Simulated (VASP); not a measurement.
# Co (P6_3/mmc) in VASP: further runs

Runs on Co. Level: r2SCAN. Tasks: single point.

Everything below comes from runs of VASP 6.6.1. Logs are shortened: lines on timing, memory, paths and dates and some standing lists are left out, and cuts for length are marked.

## 1. The cell of the first run

Symmetry: P6_3/mmc, No. 194, hexagonal system. The conventional cell has a = 2.507 Å, b = 2.507 Å, c = 4.069 Å, α = 90.00°, β = 90.00°, γ = 120.00°. Co (site symmetry -6m2) has 12 Co at 2.50 to 2.51 Å within 3.3 Å.

## 2. Single point, r2SCAN, collinear spin, ferromagnetic start

POSCAR

```
Co
1.0
    2.5070990100      0.0000000000      0.0000000000
   -1.2535495000      2.1712114300      0.0000000000
    0.0000000000      0.0000000000      4.0686000000
Co
2
Direct
    0.3333333300      0.6666666700      0.2500000000
    0.6666666700      0.3333333300      0.7500000000
```

INCAR.step1

```
SYSTEM = Co
ALGO = Normal ; EDIFF = 1E-4
ENCUT = 520 ; GGA = PE
ISMEAR = 0 ; ISPIN = 2
LASPH = .TRUE. ; LCHARG = .FALSE.
LMAXMIX = 4 ; LREAL = .FALSE.
LWAVE = .TRUE. ; MAGMOM = 3 3
NBANDS = 20 ; NELM = 150
PREC = Accurate ; SIGMA = 0.1
```

INCAR.step2

```
SYSTEM = Co
ALGO = Normal ; EDIFF = 1E-7
ENCUT = 520 ; ISIF = 2
ISMEAR = 0 ; ISPIN = 2
ISTART = 1 ; LASPH = .TRUE.
LCHARG = .FALSE. ; LMAXMIX = 4
LMIXTAU = .TRUE. ; LORBIT = 11
LREAL = .FALSE. ; LWAVE = .FALSE.
MAGMOM = 3 3 ; METAGGA = R2SCAN
NBANDS = 20 ; NELM = 150
PREC = Accurate ; SIGMA = 0.1
```

KPOINTS

```
k-points
0
G
  13 13 7
  0 0 0
```

Potentials or basis: VASP PAW PBE potentials, release 64 (Co).

Launch:

```console
cat potpaw_PBE.64/Co/POTCAR > POTCAR
cp INCAR.step1 INCAR
mpirun -np 1 vasp_std > vasp.out
cp INCAR.step2 INCAR
mpirun -np 1 vasp_std > vasp.out
```

OUTCAR:

```text
SYSTEM = Co
   EDIFF = 1E-7
   ENCUT = 520
   ISIF = 2
   ISMEAR = 0
   ISPIN = 2
   ISTART = 1
   LASPH = .TRUE.
   LORBIT = 11
   LREAL = .FALSE.
   METAGGA = R2SCAN
   NELM = 150
   PREC = Accurate

 ion  position               nearest neighbor table
   1  0.333  0.667  0.250-   2 2.50   2 2.50   2 2.50   2 2.50   2 2.50   2 2.50
   2  0.667  0.333  0.750-   1 2.50   1 2.50   1 2.50   1 2.50   1 2.50   1 2.50

  LATTYP: Found a hexagonal cell.
 ALAT       =     2.5070990100
 C/A-ratio  =     1.6228318003

  Lattice vectors:

 A1 = (   2.5070990100,   0.0000000000,   0.0000000000)
 A2 = (  -1.2535495000,   2.1712114300,   0.0000000000)
 A3 = (   0.0000000000,   0.0000000000,   4.0686000000)

Analysis of symmetry for initial positions (statically):
=====================================================================
 Subroutine PRICEL returns:
 Original cell was already a primitive cell.

 Routine SETGRP: Setting up the symmetry group for a
 hexagonal supercell.

 Subroutine GETGRP returns: Found 24 space group operations
 (whereof 12 operations were pure point group operations)
 out of a pool of 24 trial point group operations.

The static configuration has the point symmetry D_3d.
 The point group associated with its full space group is D_6h.

Analysis of symmetry for dynamics (positions and initial velocities):
=====================================================================
 Subroutine PRICEL returns:
 Original cell was already a primitive cell.

 Routine SETGRP: Setting up the symmetry group for a
 hexagonal supercell.

 Subroutine GETGRP returns: Found 24 space group operations
 (whereof 12 operations were pure point group operations)
 out of a pool of 24 trial point group operations.

The dynamic configuration has the point symmetry D_3d.
 The point group associated with its full space group is D_6h.

Analysis of structural, dynamic, and magnetic symmetry:
=====================================================================
 Subroutine PRICEL returns:
 Original cell was already a primitive cell.

 Routine SETGRP: Setting up the symmetry group for a
 hexagonal supercell.

 Subroutine GETGRP returns: Found 24 space group operations
 (whereof 12 operations were pure point group operations)
 out of a pool of 24 trial point group operations.

The overall configuration has the point symmetry D_3d.
 The point group associated with its full space group is D_6h.

 Subroutine INISYM returns: Found 24 space group operations
 (whereof 12 operations are pure point group operations),
 and found     1 'primitive' translations

----------------------------------------------------------------------------------------

                                     Primitive cell
[... 112 lines left out ...]
  volume/ion in A,a.u.               =      11.07        74.73
  Fermi-wavevector in a.u.,A,eV,Ry     =   1.527775  2.887077 31.757320  2.334097
  Thomas-Fermi vector in A             =   2.635625
   LORBIT       =     11    0 simple, 1 ext, 2 COOP (PROOUT), +10 PAW based schemes
   METAGGA = R2SCAN    functional components
   LHFCALC =     F    Hartree Fock is set to
   AEXX    =    0.0000 exact exchange contribution
   IVDW    =     0    specifies the selected vdW correction
   LEPSILON=     F    determine dielectric tensor
   LRPA    =     F    only Hartree local field effects (RPA)
 spin polarized calculation
 Gauss-broadening in eV      SIGMA  =   0.10
  energy-cutoff  :      520.00
  volume of cell :       22.15
 maximum number of plane-waves:       608
 NGX is ok and might be reduce to    20
   NGX =  9   NGY =  9   NGZ = 15

 number of electron      18.0000002 magnetization       3.5743514

 Free energy of the ion-electron system (eV)
  ---------------------------------------------------
  ext. energy  EPLUGINS =         0.00000000
  ---------------------------------------------------
  free energy    TOTEN  =       -26.38897888 eV

  energy without entropy =      -26.38185439  energy(sigma->0) =      -26.38541664

 E-fermi :  10.0488     XC(G=0): -14.5428

 val. band max:       10.0462641413   @ k =   0.3846   0.0769   0.4286
 cond. band min:      10.0524316299   @ k =   0.1538   0.1538   0.1429
 fundamental gap:      0.0061674886
 Fermi energy:        10.0487704581

 spin component 1

 k-point     1 :       0.0000    0.0000    0.0000
  band No.  band energies     occupation
      1       0.8114      1.00000
      2       4.3541      1.00000
      3       6.6566      1.00000
      4       6.6897      1.00000
      5       6.6897      1.00000
      6       6.9771      1.00000
[... 541 lines left out ...]
     19      37.2214      0.00000
     20      38.0918      0.00000

 [... further k-points ...]

 spin component 2

 k-point     1 :       0.0000    0.0000    0.0000
  band No.  band energies     occupation
      1       0.2268      1.00000
      2       5.5654      1.00000
      3       9.1230      1.00000
      4       9.2165      1.00000
      5       9.2166      1.00000
      6       9.2355      1.00000
[... 541 lines left out ...]
     19      37.7967      0.00000
     20      38.8219      0.00000

 [... further k-points ...]
[... 5 lines left out ...]
  --------------------------------------------------------------------------------------
  -------------------------------------------------------------------------------------
  Total       -1.1506317     -1.1506317     -1.1464025     -0.0000000     -0.0000000      0.0000000
  in kB      -83.2392832    -83.2392831    -82.9333298     -0.0000002     -0.0000000      0.0000000
  external PRESSURE =     -83.1372987 kB  Pullay stress =       0.0000000 kB

 VOLUME and BASIS-vectors are now :
 -----------------------------------------------------------------------------
  energy-cutoff  :      520.00
  volume of cell :       22.15
      direct lattice vectors                 reciprocal lattice vectors
     2.507099010  0.000000000  0.000000000     0.398867375  0.230286185  0.000000000
    -1.253549500  2.171211430  0.000000000     0.000000000  0.460572373  0.000000000
     0.000000000  0.000000000  4.068600000     0.000000000  0.000000000  0.245784791

 POSITION                                       TOTAL-FORCE (eV/Angst)
 -----------------------------------------------------------------------------------
     -0.00000      1.44747      1.01715         0.000000      0.000000      0.000000
      1.25355      0.72374      3.05145        -0.000000      0.000000      0.000000
 -----------------------------------------------------------------------------------
    total drift:                                0.000000     -0.000000     -0.000000

  FREE ENERGIE OF THE ION-ELECTRON SYSTEM (eV)
  ---------------------------------------------------
  free  energy   TOTEN  =       -26.3889788805 eV

  energy  without entropy=      -26.3818543897  energy(sigma->0) =      -26.38541664

 total charge

# of ion       s       p       d       tot
------------------------------------------
    1        0.503   0.544   7.207   8.254
    2        0.503   0.544   7.207   8.254
--------------------------------------------------
tot          1.006   1.088  14.414  16.508

 magnetization (x)

# of ion       s       p       d       tot
------------------------------------------
    1       -0.011  -0.081   1.949   1.857
    2       -0.011  -0.081   1.949   1.857
--------------------------------------------------
tot         -0.021  -0.162   3.898   3.715
```

OSZICAR.step1:

```text
N       E                     dE             d eps       ncg     rms          rms(c)
DAV:   1     0.836252317954E+02    0.83625E+02   -0.81719E+03  7144   0.120E+03
DAV:   2    -0.112940464455E+02   -0.94919E+02   -0.85267E+02  6784   0.214E+02
DAV:   3    -0.156145160777E+02   -0.43205E+01   -0.41725E+01  7676   0.556E+01
DAV:   4    -0.156791621630E+02   -0.64646E-01   -0.64603E-01  8340   0.592E+00
DAV:   5    -0.156810466528E+02   -0.18845E-02   -0.18844E-02  7748   0.958E-01    0.158E+01
DAV:   6    -0.144799322797E+02    0.12011E+01   -0.75193E+00  7632   0.555E+01    0.663E+00
DAV:   7    -0.141046589041E+02    0.37527E+00   -0.11813E+00  7716   0.203E+01    0.368E+00
DAV:   8    -0.140838986299E+02    0.20760E-01   -0.17568E-02  9136   0.154E+00    0.154E+00
DAV:   9    -0.140710651932E+02    0.12833E-01   -0.33671E-03 10616   0.946E-01    0.490E-01
DAV:  10    -0.140696853353E+02    0.13799E-02   -0.49014E-04  7420   0.274E-01    0.610E-02
DAV:  11    -0.140696974925E+02   -0.12157E-04   -0.10570E-04  4544   0.111E-01
   1 F= -.14069697E+02 E0= -.14064757E+02  d E =-.988149E-02  mag=     3.2314
```

It took 3.2 min on 1 thread of Intel Xeon Platinum 8375C at 2.90GHz (Ice Lake), shared host; peak memory 0.18 GiB.

Results:

```
Free energy                                           : -26.3890 eV
Pressure                                              : -8.3 GPa
Net moment                                            : 3.57 μB per cell
Site moments                                          : Co +1.86 μB
Valence electrons inside the program's atomic spheres : Co 8.25
```

Caveat: the PAW data sets were made with another functional, which shifts forces and pressure a little.

## 3. Single point, r2SCAN, collinear spin, antiferromagnetic start

POSCAR is that of step 2.

INCAR.step1

```
PREC = Accurate ; ENCUT = 520
ISMEAR = 0 ; SIGMA = 0.1
LREAL = F ; LASPH = T
NELM = 150 ; ISPIN = 2
MAGMOM = 1.5 -1.5 ; LMAXMIX = 4
NBANDS = 20 ; GGA = PE
ALGO = Normal ; EDIFF = 1E-4
LWAVE = T ; LCHARG = F
```

INCAR.step2

```
PREC = Accurate ; ENCUT = 520
EDIFF = 1E-6 ; ISMEAR = 0
SIGMA = 0.1 ; LREAL = F
LASPH = T ; NELM = 150
ALGO = Normal ; ISIF = 2
LWAVE = F ; LCHARG = T
ISPIN = 2 ; MAGMOM = 1.5 -1.5
LORBIT = 11 ; LMAXMIX = 4
METAGGA = R2SCAN ; LMIXTAU = T
LELF = T ; LVHAR = T
NBANDS = 20 ; ISTART = 1
```

KPOINTS

```
regular mesh
0
Gamma
  13 13 7
```

Potentials or basis: VASP PAW PBE potentials, release 64 (Co).

Launch:

```console
cat potpaw_PBE.64/Co/POTCAR > POTCAR
cp INCAR.step1 INCAR
mpirun -np 1 vasp_std > vasp.out
cp INCAR.step2 INCAR
mpirun -np 1 vasp_std > vasp.out
```

Wall time 3.5 min (1 thread of Intel Xeon Platinum 8375C at 2.90GHz (Ice Lake), shared host); peak memory 0.18 GiB.

The run converged. Its results:

| Item | Value |
| --- | --- |
| Free energy | -25.8051 eV |
| Pressure | -2.1 GPa |
| Band gap on the k mesh | zero (filled and empty bands overlap) |
| Net moment | 0.00 μB per cell |
| Site moments | Co +1.79, -1.79 μB |
| Valence electrons inside the program's atomic spheres | Co 8.26 |

Stress tensor (GPa, compression positive):
```
-11.56   0.00   0.00
  0.00 -11.56   0.00
  0.00   0.00  16.71
```

Levels at points of the mesh, in eV from the Fermi level:
Spin up:
```
           k point  band 7  band 8  band 9  band 10  band 11  band 12
(0.00, 0.00, 0.00)   -2.33   -0.83   -0.83    -0.55     1.11     1.11
```
Spin down:
```
           k point  band 7  band 8  band 9  band 10  band 11  band 12
(0.00, 0.00, 0.00)   -2.33   -0.83   -0.83    -0.55     1.11     1.11
```

Caveat: the PAW data sets were made with another functional, which shifts forces and pressure a little.

## 4. Single point, r2SCAN, collinear spin, ferromagnetic start

POSCAR is that of step 3.

INCAR.step1

```
PREC     = Accurate       # precision mode
ENCUT    = 520            # plane-wave cutoff, eV
ISMEAR   = 0              # smearing method
SIGMA    = 0.1            # smearing width, eV
LREAL    = False          # projectors in reciprocal space
LASPH    = True           # aspherical terms in the spheres
NELM     = 150            # most SCF steps
ISPIN    = 2              # spin polarisation
MAGMOM   = 3 3            # initial moments
LMAXMIX  = 4              # l up to which the mixer works
NBANDS   = 20             # bands
GGA      = PE             # functional
ALGO     = Normal         # electronic algorithm
EDIFF    = 1E-4           # SCF threshold, eV
LWAVE    = True           # write WAVECAR
LCHARG   = False          # write CHGCAR
```

INCAR.step2

```
PREC     = Accurate       # precision mode
ENCUT    = 520            # plane-wave cutoff, eV
EDIFF    = 1E-6           # SCF threshold, eV
ISMEAR   = 0              # smearing method
SIGMA    = 0.1            # smearing width, eV
LREAL    = False          # projectors in reciprocal space
LASPH    = True           # aspherical terms in the spheres
NELM     = 150            # most SCF steps
ALGO     = Normal         # electronic algorithm
ISIF     = 2              # what is computed and relaxed
LWAVE    = False          # write WAVECAR
LCHARG   = False          # write CHGCAR
ISPIN    = 2              # spin polarisation
MAGMOM   = 3 3            # initial moments
LORBIT   = 11             # projections on sites
LMAXMIX  = 4              # l up to which the mixer works
METAGGA  = R2SCAN         # meta-GGA
LMIXTAU  = True         
NBANDS   = 20             # bands
ISTART   = 1
```

KPOINTS

```
Automatic mesh
0
Gamma
  13 13 7
```

Launch:

```console
cat potpaw_PBE.64/Co/POTCAR > POTCAR
cp INCAR.step1 INCAR
mpirun -np 1 vasp_std > vasp.out
cp INCAR.step2 INCAR
mpirun -np 1 vasp_std > vasp.out
```

Wall time 2.8 min (1 thread of Intel Xeon Platinum 8375C at 2.90GHz (Ice Lake), shared host); peak memory 0.18 GiB.

It converged, with:

```
Free energy                                           : -26.3890 eV
Pressure                                              : -8.4 GPa
Net moment                                            : 3.57 μB per cell
Site moments                                          : Co +1.86 μB
Valence electrons inside the program's atomic spheres : Co 8.25
```

Levels at points of the mesh, in eV from the Fermi level:
Spin up:
| k point | band 7 | band 8 | band 9 | band 10 | band 11 | band 12 | band 13 | band 14 | band 15 | band 16 |
| --- | --- | --- | --- | --- | --- | --- | --- | --- | --- | --- |
| (0.00, 0.00, 0.00) | -3.07 | -2.76 | -2.76 | -1.72 | -1.72 | -0.27 | 5.91 | 22.53 | 24.90 | 24.90 |
Spin down:
```csv
k point,band 4,band 5,band 6,band 7,band 8,band 9,band 10,band 11
"(0.00, 0.00, 0.00)",-0.83,-0.83,-0.81,-0.46,-0.46,0.03,0.03,1.26
```

Caveat: the PAW data sets were made with another functional, which shifts forces and pressure a little.
